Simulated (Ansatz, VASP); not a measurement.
## C: VASP beside Ansatz

```
CELL_PARAMETERS angstrom
0.00000 2.07558 3.30471
1.19898 0.00000 3.30471
1.19898 2.07558 0.00000
ATOMIC_POSITIONS crystal
C 0.16670 0.83330 0.16670
C 0.83330 0.16670 0.83330
```

Alike in both runs: task single point; functional PBE; dispersion D3(BJ); k mesh 16 × 16 × 16; occupations gaussian, width 0.03 eV; no spin polarisation.

```csv
,VASP,Ansatz
version,VASP 6.6.1,Ansatz 0.2.0
potentials or method,"VASP PAW PBE potentials, release 64 (C), cutoff 520 eV","scalar-relativistic, plane waves, PAW"
valence electrons in the cell,8,8
```

Ansatz gave:

```
gap on the k mesh at the Fermi level (eV) : 0.24
least direct gap on the mesh (eV)         : 0.29
rms of the force components (eV/Å)        : 0.013
```

**Question.** Estimate VASP's values.

**Answer.** gap on the k mesh at the Fermi level (eV): 0.24; least direct gap on the mesh (eV): 0.28; rms of the force components (eV/Å): 0.013.

Atom by atom the forces differ by 0.000 eV/Å (rms over components).
